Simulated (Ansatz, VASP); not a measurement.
## Tl: VASP beside Ansatz

```
Tl
1.0
     3.44616    0.00000    0.00000
    -1.72308    2.98447    0.00000
     0.00000    0.00000    5.51463
Tl
2
Direct
  0.33333 0.66667 0.25000
  0.66667 0.33333 0.75000
```

Alike in both runs: task single point; functional LDA; k mesh 17 × 17 × 10; occupations fermi-dirac, width 0.1 eV; no spin polarisation.

|  | VASP | Ansatz |
| --- | --- | --- |
| version | VASP 6.6.1 | Ansatz 0.2.0 |
| potentials or method | VASP PAW LDA potentials, release 64 (Tl_d), cutoff 520 eV | plane waves (420 eV) with PAW, scalar-relativistic |
| valence electrons in the cell | 26 | 26 |

```tsv
	VASP	Ansatz	Ansatz less VASP
pressure (GPa)	-1.4	-1.5	-0.07
traceless stress, the component that is largest in VASP (GPa)	-0.25	-0.27	-0.023
```

Ansatz warns that its potentials were made for another functional, while VASP's fit it. LDA's correlation is that of Perdew and Zunger in VASP and of Perdew and Wang (1992) in Ansatz.

Neither program's run includes spin-orbit coupling.
